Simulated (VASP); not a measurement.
# AlCo (zincblende type) (F-43m) in VASP: further runs

The runs below take AlCo (zincblende type) through single point, relaxation of cell and atoms, with PBE.

Program: VASP 6.6.1. These are calculated values, not measurements. Logs are shortened: lines on timing, memory, paths and dates and some standing lists are left out, and cuts for length are marked.

### 1 The cell of the first run

Symmetry: F-43m, No. 216, cubic system. The conventional cell has a = 4.506 Å, b = 4.506 Å, c = 4.506 Å, α = 90.00°, β = 90.00°, γ = 90.00°. Within 2.6 Å of Co (site symmetry -43m) lie 4 Al at 1.95 Å. Al (site symmetry -43m) has 4 Co at 1.95 Å within 2.6 Å.

### 2 Single point, PBE

File INCAR:

```
ALGO = Normal
EDIFF = 1E-7
ENCUT = 520
GGA = PE
ISIF = 2
ISMEAR = -1
LASPH = True
LCHARG = False
LREAL = False
LWAVE = False
NBANDS = 13
NELM = 80
PREC = Accurate
SIGMA = 0.08
```

File KPOINTS:

```
k-points
0
Gamma
  13 13 13
```

File POSCAR:

```
AlCo
1.0
    0.0000000000      2.2532049762      2.2532049762
    2.2532049762      0.0000000000      2.2532049762
    2.2532049762      2.2532049762      0.0000000000
Co Al
1 1
Direct
    0.0000000000      0.0000000000      0.0000000000
    0.2500000000      0.2500000000      0.2500000000
```

Potentials or basis: VASP PAW PBE potentials, release 64 (Co, Al).

Run with:

```console
$ cat potpaw_PBE.64/Co/POTCAR potpaw_PBE.64/Al/POTCAR > POTCAR
$ mpirun -np 1 vasp_std > vasp.out
```

OUTCAR:

```text
EDIFF = 1E-7
   ENCUT = 520
   GGA = PE
   ISIF = 2
   ISMEAR = -1
   LASPH = True
   LREAL = False
   NELM = 80
   PREC = Accurate

 ion  position               nearest neighbor table
   1  0.000  0.000  0.000-   2 1.95   2 1.95   2 1.95   2 1.95
   2  0.250  0.250  0.250-   1 1.95   1 1.95   1 1.95   1 1.95

  LATTYP: Found a face centered cubic cell.
 ALAT       =     4.5064099524

  Lattice vectors:

 A1 = (   0.0000000000,   2.2532049762,   2.2532049762)
 A2 = (   2.2532049762,   0.0000000000,   2.2532049762)
 A3 = (   2.2532049762,   2.2532049762,   0.0000000000)

Analysis of symmetry for initial positions (statically):
=====================================================================
 Subroutine PRICEL returns:
 Original cell was already a primitive cell.

 Routine SETGRP: Setting up the symmetry group for a
 face centered cubic supercell.

 Subroutine GETGRP returns: Found 24 space group operations
 (whereof 24 operations were pure point group operations)
 out of a pool of 48 trial point group operations.

The static configuration has the point symmetry T_d .

Analysis of symmetry for dynamics (positions and initial velocities):
=====================================================================
 Subroutine PRICEL returns:
 Original cell was already a primitive cell.

 Routine SETGRP: Setting up the symmetry group for a
 face centered cubic supercell.

 Subroutine GETGRP returns: Found 24 space group operations
 (whereof 24 operations were pure point group operations)
 out of a pool of 48 trial point group operations.

The dynamic configuration has the point symmetry T_d .

 Subroutine INISYM returns: Found 24 space group operations
 (whereof 24 operations are pure point group operations),
 and found     1 'primitive' translations

----------------------------------------------------------------------------------------

                                     Primitive cell

  volume of cell :      22.8787

  direct lattice vectors                    reciprocal lattice vectors
     0.000000000  2.253204976  2.253204976    -0.221906132  0.221906132  0.221906132
     2.253204976  0.000000000  2.253204976     0.221906132 -0.221906132  0.221906132
     2.253204976  2.253204976  0.000000000     0.221906132  0.221906132 -0.221906132

  length of vectors
     3.186513036  3.186513036  3.186513036     0.384352694  0.384352694  0.384352694

  position of ions in fractional coordinates (direct lattice)
     0.000000000  0.000000000  0.000000000
     0.250000000  0.250000000  0.250000000

  ion indices of the primitive-cell ions
   primitive index   ion index
                 1           1
                 2           2

----------------------------------------------------------------------------------------

 KPOINTS: k-points

Automatic generation of k-mesh.
 Grid dimensions read from file:
 generate k-points for:   13   13   13

 Generating k-lattice:

  Cartesian coordinates                     Fractional coordinates (reciprocal lattice)
    -0.017069702  0.017069702  0.017069702     0.076923077  0.000000000  0.000000000
     0.017069702 -0.017069702  0.017069702     0.000000000  0.076923077  0.000000000
     0.017069702  0.017069702 -0.017069702     0.000000000  0.000000000  0.076923077

  Length of vectors
     0.029565592  0.029565592  0.029565592

  Shift w.r.t. Gamma in fractional coordinates (k-lattice)
     0.000000000  0.000000000  0.000000000

 Subroutine IBZKPT returns following result:
 ===========================================

 Found     84 irreducible k-points:

 Following reciprocal coordinates:
            Coordinates               Weight
  0.000000  0.000000  0.000000      1.000000
  0.076923  0.000000  0.000000      8.000000
  0.153846  0.000000  0.000000      8.000000
  0.230769  0.000000  0.000000      8.000000
  0.307692  0.000000  0.000000      8.000000
  0.384615  0.000000  0.000000      8.000000
[... 16 lines left out ...]
  0.384615  0.153846  0.000000     24.000000
  0.461538  0.153846  0.000000     24.000000
 [... further k-points ...]
   k-points           NKPTS =     84   k-points in BZ     NKDIM =     84   number of bands    NBANDS=     13
   number of dos      NEDOS =    301   number of ions     NIONS =      2
   total plane-waves  NPLWV =  13824
   dimension x,y,z NGX =    24 NGY =   24 NGZ =   24
   dimension x,y,z NGXF=    48 NGYF=   48 NGZF=   48
   ions per type =               1   1
   NGX,Y,Z   is equivalent  to a cutoff of  12.52, 12.52, 12.52 a.u.
   NGXF,Y,Z  is equivalent  to a cutoff of  25.04, 25.04, 25.04 a.u.
 SYSTEM =  unknown system
   PREC   = accura    normal or accurate (medium, high low for compatibility)
   ISTART =      0    job   : 0-new  1-cont  2-samecut
   ICHARG =      2    charge: 1-file 2-atom 10-const
   ISPIN  =      1    spin polarized calculation?
   LNONCOLLINEAR =      F non collinear calculations
   LSORBIT =      F    spin-orbit coupling
   LASPH  =      T    aspherical Exc in radial PAW
   ENCUT  =  520.0 eV  38.22 Ry    6.18 a.u.   5.92  5.92  5.92*2*pi/ulx,y,z
   NELM   =     80;   NELMIN=  2; NELMDL= -5     # of ELM steps
   EDIFF  = 0.1E-06   stopping-criterion for ELM
   LREAL  =      F    real-space projection
   EDIFFG = 0.1E-05   stopping-criterion for IOM
   NSW    =      0    number of steps for IOM
   IBRION =     -1    ionic relax: 0-MD 1-quasi-New 2-CG
   NFREE  =      0    steps in history (QN), initial steepest desc. (CG)
   ISIF   =      2    stress and relaxation
   ISYM   =      2    0-nonsym 1-usesym 2-fastsym
   POTIM  = 0.5000    time-step for ionic-motion
   TEBEG  =    0.0;   TEEND  =   0.0 temperature during run
   PSTRESS=    0.0 pullay stress
   NELECT =      12.0000    total number of electrons
   NUPDOWN=      -1.0000    fix difference up-down
   EMIN   =  10.00;   EMAX   =-10.00  energy-range for DOS
   EFERMI =   0.00;   METHOD = LEGACY
   ISMEAR =    -1;   SIGMA  =   0.08  broadening in eV -4-tet -1-fermi 0-gaus
   EFERMI_NEDOS =   21; number of points for ismear=-14 and -15
   IALGO  =     38    algorithm
   IMIX   =      4    mixing-type and parameters
     AMIX     =   0.40;   BMIX     =  1.00
     AMIX_MAG =   1.60;   BMIX_MAG =  1.00
  volume/ion in A,a.u.               =      11.44        77.20
  Fermi-wavevector in a.u.,A,eV,Ry     =   1.320255  2.494921 23.715958  1.743074
  Thomas-Fermi vector in A             =   2.450094
   LORBIT       =      0    0 simple, 1 ext, 2 COOP (PROOUT), +10 PAW based schemes
   GGA     = PE    functional components
   LHFCALC =     F    Hartree Fock is set to
   AEXX    =    0.0000 exact exchange contribution
   IVDW    =     0    specifies the selected vdW correction
   LEPSILON=     F    determine dielectric tensor
   LRPA    =     F    only Hartree local field effects (RPA)
 non-spin polarized calculation
  energy-cutoff  :      520.00
  volume of cell :       22.88
 maximum number of plane-waves:       628
   NGX = 11   NGY = 11   NGZ = 11

 number of electron      12.0000008 magnetization

 Free energy of the ion-electron system (eV)
  ---------------------------------------------------
  ext. energy  EPLUGINS =         0.00000000
  ---------------------------------------------------
  free energy    TOTEN  =        -6.14466785 eV

  energy without entropy =       -6.13138102  energy(sigma->0) =       -6.13802443

 E-fermi :   9.9834     XC(G=0): -12.0471

 val. band max:        9.7738021027   @ k =  -0.3077   0.3846   0.1538
 cond. band min:      10.0045704868   @ k =  -0.4615   0.1538   0.0000
 fundamental gap:      0.2307683841
 Fermi energy:         9.9833992007

 k-point     1 :       0.0000    0.0000    0.0000
  band No.  band energies     occupation
      1      -0.1099      2.00000
      2       7.7272      2.00000
      3       7.7272      2.00000
      4       7.7272      2.00000
      5       8.7485      2.00000
      6       8.7485      2.00000
      7      19.9024      0.00000
      8      19.9024      0.00000
      9      19.9024      0.00000
     10      23.0118      0.00000
     11      23.0118      0.00000
     12      23.0118      0.00000
     13      25.7510      0.00000

 k-point     2 :       0.0769    0.0000    0.0000
  band No.  band energies     occupation
      1       0.0257      2.00000
      2       7.6865      2.00000
      3       7.7587      2.00000
      4       7.7587      2.00000
      5       8.7325      2.00000
      6       8.7325      2.00000
      7      18.6884      0.00000
      8      19.7728      0.00000
      9      19.7728      0.00000
     10      23.2278      0.00000
     11      23.2278      0.00000
     12      23.3268      0.00000
     13      25.8837      0.00000

 k-point     3 :       0.1538    0.0000    0.0000
  band No.  band energies     occupation
      1       0.4283      2.00000
      2       7.5662      2.00000
      3       7.8325      2.00000
      4       7.8325      2.00000
      5       8.7078      2.00000
      6       8.7078      2.00000
      7      16.5242      0.00000
      8      19.4619      0.00000
      9      19.4619      0.00000
     10      23.2074      0.00000
     11      23.5500      0.00000
     12      23.5500      0.00000
     13      25.7881      0.00000
[... 305 lines left out ...]
 k-point    23 :       0.3846    0.1538    0.0000
  band No.  band energies     occupation
      1       2.7375      2.00000
      2       6.9032      2.00000
      3       7.7002      2.00000
      4       8.0697      2.00000
      5       8.7877      2.00000
      6       9.1460      1.99994
      7      11.9961      0.00000
      8      16.3517      0.00000
      9      17.2867      0.00000
     10      19.7606      0.00000
     11      23.9355      0.00000
     12      24.5068      0.00000
     13      25.9394      0.00000

 k-point    24 :       0.4615    0.1538    0.0000
  band No.  band energies     occupation
      1       3.8028      2.00000
      2       6.3761      2.00000
      3       7.6217      2.00000
      4       8.0386      2.00000
      5       9.1103      1.99996
      6       9.1940      1.99990
      7      10.6111      0.00078
      8      16.3581      0.00000
      9      16.4084      0.00000
     10      19.7570      0.00000
     11      23.8502      0.00000
     12      24.7188      0.00000
     13      26.6832      0.00000

 [... further k-points ...]
[... 5 lines left out ...]
  --------------------------------------------------------------------------------------
  -------------------------------------------------------------------------------------
  Total       12.7717691     12.7717691     12.7717691      0.0000000      0.0000000      0.0000000
  in kB      894.3953667    894.3953667    894.3953667      0.0000000      0.0000000      0.0000000
  external PRESSURE =     894.3953667 kB  Pullay stress =       0.0000000 kB

 VOLUME and BASIS-vectors are now :
 -----------------------------------------------------------------------------
  energy-cutoff  :      520.00
  volume of cell :       22.88
      direct lattice vectors                 reciprocal lattice vectors
     0.000000000  2.253204976  2.253204976    -0.221906132  0.221906132  0.221906132
     2.253204976  0.000000000  2.253204976     0.221906132 -0.221906132  0.221906132
     2.253204976  2.253204976  0.000000000     0.221906132  0.221906132 -0.221906132

 POSITION                                       TOTAL-FORCE (eV/Angst)
 -----------------------------------------------------------------------------------
      0.00000      0.00000      0.00000         0.000000      0.000000      0.000000
      1.12660      1.12660      1.12660        -0.000000     -0.000000     -0.000000
 -----------------------------------------------------------------------------------
    total drift:                                0.000003      0.000003      0.000002

  FREE ENERGIE OF THE ION-ELECTRON SYSTEM (eV)
  ---------------------------------------------------
  free  energy   TOTEN  =        -6.1446678452 eV

  energy  without entropy=       -6.1313810207  energy(sigma->0) =       -6.13802443
```

It took 14 s on 1 thread of Intel Xeon Platinum 8375C at 2.90GHz (Ice Lake), shared host; peak memory 0.15 GiB.

What came out:

```
Free energy            : -6.1447 eV
Pressure               : 89.4 GPa
Band gap on the k mesh : zero (band 6 reaches 10.09 eV, above the bottom of band 7 at 10.00 eV)
```

### 3 Single point, PBE

File INCAR:

```
SYSTEM = AlCo
ALGO = Normal
EDIFF = 1E-6
ENCUT = 520
GGA = PE
ISIF = 2
ISMEAR = -1
LASPH = .True.
LCHARG = .False.
LREAL = .False.
LWAVE = .False.
NBANDS = 13
NELM = 60
PREC = Accurate
SIGMA = 0.08
```

File KPOINTS:

```
k-points
0
Gamma
  13 13 13
  0 0 0
```

POSCAR is that of step 2.

Potentials or basis: VASP PAW PBE potentials, release 64 (Co, Al).

Run with:

```console
$ cat potpaw_PBE.64/Co/POTCAR potpaw_PBE.64/Al/POTCAR > POTCAR
$ mpirun -np 1 vasp_std > vasp.out
```

Run time: 12 s. Hardware: 1 thread of Intel Xeon Platinum 8375C at 2.90GHz (Ice Lake), shared host; peak memory 0.15 GiB.

It converged, with:

```yaml
Free_energy: -6.1447 eV
Pressure: 89.5 GPa
Band_gap_on_the_k_mesh: zero (band 6 reaches 10.09 eV, above the bottom of band 7 at 10.00 eV)
```

Levels at points of the mesh, in eV from the Fermi level:
| k point | band 3 | band 4 | band 5 | band 6 | band 7 | band 8 | band 9 | band 10 |
| --- | --- | --- | --- | --- | --- | --- | --- | --- |
| (0.00, 0.00, 0.00) | -2.26 | -2.26 | -1.23 | -1.23 | 9.92 | 9.92 | 9.92 | 13.03 |

### 4 Relaxation of cell and atoms, PBE, target pressure 89 GPa, at which the enthalpy is minimised

This run uses another cell than the first one, of 10.51 Å³/atom, 0.919 times its volume.

File INCAR:

```
SYSTEM = AlCo
PREC     = Accurate       ! precision mode
ENCUT    = 600            ! plane-wave cutoff, eV
EDIFF    = 1E-7           ! SCF threshold, eV
ISMEAR   = -1             ! smearing method
SIGMA    = 0.08           ! smearing width, eV
LREAL    = .False.        ! projectors in reciprocal space
LASPH    = .True.         ! aspherical terms in the spheres
NELM     = 80             ! most SCF steps
ALGO     = Normal         ! electronic algorithm
ISIF     = 3              ! what is computed and relaxed
LWAVE    = .False.        ! write WAVECAR
LCHARG   = .False.        ! write CHGCAR
GGA      = PE             ! functional
IBRION   = 2              ! ionic algorithm
NSW      = 60             ! ionic steps
EDIFFG   = -0.005         ! ionic threshold
PSTRESS  = 890.0
```

File KPOINTS:

```
Automatic mesh
0
Gamma
  13 13 13
  0 0 0
```

File POSCAR:

```
AlCo
1.0
    0.0000000000      2.1907768766      2.1907768766
    2.1907768766      0.0000000000      2.1907768766
    2.1907768766      2.1907768766      0.0000000000
Co Al
1 1
Direct
    0.0000000000      0.0000000000      0.0000000000
    0.2500000000      0.2500000000      0.2500000000
```

Run with:

```console
$ cat potpaw_PBE.64/Co/POTCAR potpaw_PBE.64/Al/POTCAR > POTCAR
$ mpirun -np 1 vasp_std > vasp.out
```

Wall time 3.2 min (1 thread of Intel Xeon Platinum 8375C at 2.90GHz (Ice Lake), shared host); peak memory 0.19 GiB.

It converged, with:

- Free energy: -6.1586 eV
- Relaxed volume: 11.45 Å³/atom
- Relaxed cell: a = 3.188 Å, b = 3.188 Å, c = 3.188 Å, α = 60.00°, β = 60.00°, γ = 60.00°
- Space group after relaxing (to 0.05 Å): F-43m (No. 216)
- Energy change on relaxing (the enthalpy is what falls): -613.7 meV/atom
- Ionic steps: 17
- Pressure after relaxing: 89.0 GPa
- Band gap on the k mesh: zero (band 6 reaches 10.07 eV, above the bottom of band 7 at 9.99 eV)

Step by step:
```
step  energy change (eV)  largest force (eV/Å)  pressure (GPa)  volume (Å³)
   1              0.0000                0.0000          122.52        21.03
   2             -3.2080                0.0000           33.24        28.46
   3             -1.3192                0.0000           86.50        23.07
   4             -1.2322                0.0000           88.87        22.91
   5             -1.2106                0.0000           89.47        22.87
   6             -1.2114                0.0000           89.45        22.88
   7             -1.2139                0.0000           89.37        22.88
   8             -1.2139                0.0000           89.36        22.88
   9             -1.2140                0.0000           89.32        22.88
  10             -1.2141                0.0000           89.26        22.88
  11             -1.2144                0.0000           89.36        22.88
  12             -1.2150                0.0000           89.35        22.88
  13             -1.2162                0.0000           89.32        22.88
  14             -1.2186                0.0000           89.25        22.89
  15             -1.2234                0.0000           89.11        22.90
  16             -1.2330                0.0000           88.85        22.91
  17             -1.2275                0.0000           89.01        22.90
```

Final structure:
```
CELL_PARAMETERS angstrom
0.00000 2.25406 2.25406
2.25406 0.00000 2.25406
2.25406 2.25406 0.00000
ATOMIC_POSITIONS crystal
Co 0.00000 0.00000 0.00000
Al 0.25000 0.25000 0.25000
```

Levels at points of the mesh, in eV from the Fermi level:
```
           k point  band 4  band 5  band 6  band 7  band 8  band 9
(0.00, 0.00, 0.00)   -2.25   -1.23   -1.23    9.91    9.91    9.91
```

Caveat: the cell is relaxed towards a set pressure, so the enthalpy falls and the energy may rise.

### 5 Relaxation of cell and atoms, PBE, target pressure 89 GPa, at which the enthalpy is minimised

File INCAR:

```
SYSTEM = AlCo
ALGO = Normal ; EDIFF = 1E-6
EDIFFG = -0.005 ; ENCUT = 600
GGA = PE ; IBRION = 2
ISIF = 3 ; ISMEAR = -1
LASPH = .TRUE. ; LCHARG = .FALSE.
LREAL = .FALSE. ; LWAVE = .FALSE.
NELM = 80 ; NSW = 32
PREC = Accurate ; PSTRESS = 890.0
SIGMA = 0.08
```

File KPOINTS:

```
k-points
0
G
  13 13 13
  0 0 0
```

File POSCAR:

```
AlCo
1.0
    0.0000000000      2.2532049762      2.2532049762
    2.2532049762      0.0000000000      2.2532049762
    2.2532049762      2.2532049762      0.0000000000
Co Al
1 1
Direct
    0.0000000000      0.0000000000      0.0000000000
    0.2500000000      0.2500000000      0.2500000000
```

Run with:

```console
$ cat potpaw_PBE.64/Co/POTCAR potpaw_PBE.64/Al/POTCAR > POTCAR
$ mpirun -np 1 vasp_std > vasp.out
```

Wall time 48 s (1 thread of Intel Xeon Platinum 8375C at 2.90GHz (Ice Lake), shared host); peak memory 0.19 GiB.

The run converged. Its results:

```yaml
Free_energy: -6.1588 eV
Relaxed_volume: 11.45 Å³/atom
Relaxed_cell: a = 3.188 Å, b = 3.188 Å, c = 3.188 Å, α = 60.00°, β = 60.00°, γ = 60.00°
Space_group_after_relaxing_to_0.05_Å: F-43m (No. 216)
Energy_change_on_relaxing_the_enthalpy_is_what_falls: -6.9 meV/atom
Ionic_steps: 3
Pressure_after_relaxing: 89.0 GPa
Band_gap_on_the_k_mesh: zero (band 6 reaches 10.07 eV, above the bottom of band 7 at 9.99 eV)
```

The path:
```tsv
step	energy change (eV)	largest force (eV/Å)	pressure (GPa)	volume (Å³)
1	0.0000	0.0000	89.45	22.88
2	-0.0593	0.0000	87.80	22.99
3	-0.0139	0.0000	89.04	22.90
```

Final structure:
```
Co Al
1.0
     0.00000    2.25402    2.25402
     2.25402    0.00000    2.25402
     2.25402    2.25402    0.00000
Co Al
1 1
Cartesian
  0.0000 0.0000 0.0000
  1.1270 1.1270 1.1270
```

Levels at points of the mesh, in eV from the Fermi level:
| k point | band 3 | band 4 | band 5 | band 6 | band 7 | band 8 | band 9 | band 10 |
| --- | --- | --- | --- | --- | --- | --- | --- | --- |
| (0.00, 0.00, 0.00) | -2.25 | -2.25 | -1.23 | -1.23 | 9.91 | 9.91 | 9.91 | 13.02 |

Caveat: the cell is relaxed towards a set pressure, so the enthalpy falls and the energy may rise.

### 6 The runs side by side

| task | cell | cutoff (eV) | gap on the mesh (eV) | pressure (GPa) |
| --- | --- | --- | --- | --- |
| single point | a = 3.187 Å, angles 60.0°, 2 atoms | 520 | none | 89.5 |
| relaxation of cell and atoms | relaxed to 89 GPa from a = 3.098 Å, angles 60.0°, 2 atoms | 600 | none | 89.0 |
| relaxation of cell and atoms | relaxed to 89 GPa from a = 3.187 Å, angles 60.0°, 2 atoms | 600 | none | 89.0 |

Alike in all rows: level PBE; potentials or basis VASP PAW PBE potentials, release 64 (Co, Al); no spin polarisation; k mesh 13 × 13 × 13; smearing fermi-dirac 0.08 eV.

Caveats: the cell is relaxed towards a set pressure, so the enthalpy falls and the energy may rise (some runs).

Total energies depend on the potentials used, so only differences within one code and one set of settings carry meaning.
